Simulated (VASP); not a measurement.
# Cu: electric field gradients with r2SCAN

Crystal: Cu.

```
CELL_PARAMETERS angstrom
0.00000 1.77368 1.77368
1.77368 0.00000 1.77368
1.77368 1.77368 0.00000
ATOMIC_POSITIONS crystal
Cu 0.00000 0.00000 0.00000
```

```yaml
Program: VASP 6.6.1
Task: electric field gradients
Functional: r2SCAN
Potentials_or_basis: VASP PAW PBE potentials, release 64 (Cu)
Cutoff: 520 eV
k_mesh: 17 × 17 × 17
Occupations: fermi-dirac, width 0.05 eV
Spin: no spin polarisation
Dipole_correction: no
Further_INCAR_settings: ALGO = Normal; EDIFF = 1e-08; NBANDS = 12
```

```yaml
Pressure: 4.8 GPa
Band_gap_on_the_k_mesh: zero (an odd number of electrons rules out a gap without spin polarisation)
Largest_electric_field_gradient_by_atom: zero within the noise of the run
```

Levels at points of the mesh, in eV from the Fermi level:
```tsv
k point	band 2	band 3	band 4	band 5	band 6	band 7	band 8	band 9	band 10	band 11
(0.00, 0.00, 0.00)	-3.41	-3.41	-3.41	-2.52	-2.52	23.77	27.26	27.26	27.26	29.71
```

Wall time 100 s on 1 thread of Intel(R) Xeon(R) Platinum 8259CL CPU @ 2.50GHz (Skylake/Cascade Lake), on a shared host, peak memory 0.14 GiB.

Caveat: the cell stands under pressure; the PAW data sets were made with another functional, which shifts forces and pressure a little.
